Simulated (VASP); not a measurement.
Write the native input for VASP 6.6.1 that does the following.

```yaml
Task: single point
Functional: PBEsol
Potentials_or_basis: VASP PAW PBE potentials, release 64 (Cu, Ge_d)
Cutoff: 350 eV
k_mesh: 2 × 2 × 2
Occupations: gaussian, width 0.03 eV
Spin: collinear spin
Starting_moments: "[3.0, 0.0, 0.0, 0.0, 0.0, 0.0, 0.0, 0.0, 0.0, 0.0, 0.0, 0.0, 0.0, 0.0, 0.0, 0.0, 0.0, 0.0, 0.0, 0.0, 0.0, 0.0, 0.0, 0.0] μB"
Hubbard_terms: Cu d U = 5 eV
Dq: 0
Further_INCAR_settings: LREAL = Auto; ALGO = Normal; EDIFF = 1e-05; NBANDS = 188; ISYM = 0
```

The structure of CuGe23 (a cell with a defect) lies in POSCAR:

```
CuGe23                                  
1.0
    0.0000000000      8.4863100000      8.4863100000
    5.6575400000      0.0000000000      5.6575400000
    5.6575400000      5.6575400000      0.0000000000
  Cu              Ge            
     1    23
Direct
     0.9997845806103637    0.0004641225729317    0.9981968130540594
     0.0006844431560808    0.0023887146969546    0.4953456694322084
     0.0011871055331935    0.4979780686574852    0.0017106155070032
     0.0016794340678711    0.4958068289107706    0.4964752163893178
     0.3289508089723974    0.0009779625105509    0.0028907142349665
     0.3284108972601560    0.0027256521864391    0.4999144740828792
     0.3283422678112448    0.5011966154689039    0.0045477622885648
     0.3308684968183000    0.5000952882276103    0.5035282754013516
     0.6674923687298370    0.0011213710172493    0.0004758771919635
     0.6654810512181369    0.9993401320503220    0.4964987280654549
     0.6664321067913790    0.4961755743133834    0.0032404523177432
     0.6657628383247175    0.4983038022503877    0.5019659925187966
     0.0780414097847093    0.1212290941692507    0.1187124291665520
     0.0784952113336991    0.1189594100338623    0.6395126297024195
     0.0784100835183859    0.6415792311844494    0.1198582186673836
     0.0815216713526208    0.6254492205903607    0.6248586554496308
     0.4170396716220903    0.1251596042060675    0.1238159004004928
     0.4158477495525828    0.1224115056141790    0.6258618631698238
     0.4168060030905295    0.6238407227079283    0.1260219680577576
     0.4174258384274236    0.6255048745911775    0.6273673072880589
     0.7599287808026758    0.1193391031386339    0.1195805517345420
     0.7512993211153516    0.1202813186665932    0.6243587681984368
     0.7517430075268715    0.6248845362601951    0.1239434103808893
     0.7525298525793799    0.6223932459743343    0.6261697072997041
```

The input as run:

INCAR

```
SYSTEM = CuGe23
PREC = Accurate ; ENCUT = 350
EDIFF = 1E-5 ; ISMEAR = 0
SIGMA = 0.03 ; LREAL = Auto
LASPH = .True. ; NELM = 120
ALGO = Normal ; ISIF = 2
LWAVE = .False. ; LCHARG = .False.
ISPIN = 2 ; MAGMOM = 3 0 0 0 0 0 0 0 0 0 0 0 0 0 0 0 0 0 0 0 0 0 0 0
LORBIT = 11 ; LMAXMIX = 4
LDAU = .True. ; LDAUTYPE = 2
LDAUL = 2 -1 ; LDAUU = 5 0
LDAUJ = 0 0 ; LDAUPRINT = 1
GGA = PS ; NBANDS = 188
ISYM = 0 ; KPAR = 2
```

KPOINTS

```
regular mesh
0
Gamma
  2 2 2
  0 0 0
```

Potentials or basis: VASP PAW PBE potentials, release 64 (Cu, Ge_d).

Run with:

```console
$ cat potpaw_PBE.64/Cu/POTCAR potpaw_PBE.64/Ge_d/POTCAR > POTCAR
$ mpirun -np 4 vasp_std > vasp.out
```

It gave:

| Property | Result |
| --- | --- |
| Largest force | 0.314 eV/Å |
| Net moment | 0.01 μB per cell |
| Valence electrons inside the program's atomic spheres | Cu 10.18; Ge 12.39, 12.40, 12.36, 12.38 (each value once) |

Caveat: the k points lie up to 0.48 Å⁻¹ apart; the PAW data sets were made with another functional, which shifts forces and pressure a little; the U is typed as a test and isn't derived for this compound.

It took 7.1 min on 4 MPI ranks on Intel(R) Xeon(R) 6975P-C (Granite Rapids) (shared host), peak memory 0.59 GiB a rank.
